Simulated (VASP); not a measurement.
Runs of VASP 6.6.1 on Re. The structure is that of space group Fd-3m (No. 227), or close to it. The cells are those of the table. This isn't the form of Re at room conditions, which is hcp.

```csv
task,cell,k mesh,cutoff (eV),gap on the mesh (eV),pressure (GPa)
single point,"a = 4.008 Å, angles 60.0°, 2 atoms",11 × 11 × 11,520,none,-8.5
single point,"a = 3.956 Å, angles 60.0°, 2 atoms",10 × 10 × 10,520,none,-1.7
single point,"a = 3.848 Å, angles 60.0°, 2 atoms",11 × 11 × 11,520,none,(a)
single point,"a = 4.109 Å, angles 60.0°, 2 atoms",11 × 11 × 11,520,none,(b)
single point,"a = 3.903 Å, angles 60.0°, 2 atoms",11 × 11 × 11,520,none,6.3
single point,"a = 4.059 Å, angles 60.0°, 2 atoms",11 × 11 × 11,520,none,-13.9
single point,"a = 3.791 Å, angles 60.0°, 2 atoms",11 × 11 × 11,520,none,28.5
single point,"a = 3.956 Å, angles 60.0°, 2 atoms",11 × 11 × 11,520,none,-1.8
single point,"a = 3.956 Å, angles 60.0°, 2 atoms",16 × 16 × 16,520,none,-1.8
relaxation of cell and atoms,"relaxed from a = 3.830 Å, angles 60.0°, 2 atoms",10 × 10 × 10,600,none,0.0
```

Alike in all rows: level PBEsol; potentials or basis VASP PAW PBE potentials, release 64 (Re); no spin polarisation; smearing fermi-dirac 0.1 eV.

Question: Fill in the values left out.

Answer: (a) 16.3; (b) -18.3.

Caveats: the PAW data sets were made with another functional, which shifts forces and pressure a little; spin-orbit coupling is left out, which moves the levels of the heavy elements; the cell stands under tension (at least some runs); the cell stands under pressure (at least some runs).

A k mesh can miss the band edges, and the runs leave out spin-orbit coupling on Re.

A gap of «none» marks levels without a gap at the run's occupations.
